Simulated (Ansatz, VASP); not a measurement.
## One calculation of Ta3H2, two programs

```
Ta H
1.0
     2.71794    1.56920    4.94706
    -2.71794    1.56920    4.94706
     0.00000   -3.13841    4.94706
Ta H
6 4
Direct
  0.05625 0.44375 0.75000
  0.75000 0.05625 0.44375
  0.44375 0.75000 0.05625
  0.94375 0.55625 0.25000
  0.25000 0.94375 0.55625
  0.55625 0.25000 0.94375
  0.85218 0.85218 0.85218
  0.64782 0.64782 0.64782
  0.14782 0.14782 0.14782
  0.35218 0.35218 0.35218
```

Alike in both runs: task single point; functional PBE; k mesh 6 × 6 × 6; occupations gaussian, width 0.1 eV; no spin polarisation.

|  | VASP | Ansatz |
| --- | --- | --- |
| version | VASP 6.6.1 | Ansatz 0.2.0 |
| potentials or method | VASP PAW PBE potentials, release 64 (Ta_pv, H), cutoff 520 eV | scalar-relativistic, plane waves, PAW |
| valence electrons in the cell | 70 | 82 |

VASP gave:

* gap on the k mesh at the Fermi level (eV): none
* pressure (GPa): -7.3
* traceless stress, the component that is largest in VASP (GPa): 8.94
* rms of the force components (eV/Å): 0.163

Which values does Ansatz return?

gap on the k mesh at the Fermi level (eV): none; pressure (GPa): -7.4; traceless stress, the component that is largest in VASP (GPa): 8.95; rms of the force components (eV/Å): 0.165.

Atom by atom the forces differ by 0.004 eV/Å (rms over components). A gap of «none» marks a metal or a gap that the smearing closes. The functional is the same, so the differences come from potentials, cutoffs and numerics. VASP's potentials hold 70 valence electrons a cell and Ansatz's 82, so a difference there can come from the potentials and not from the codes.

Spin-orbit coupling is off throughout.
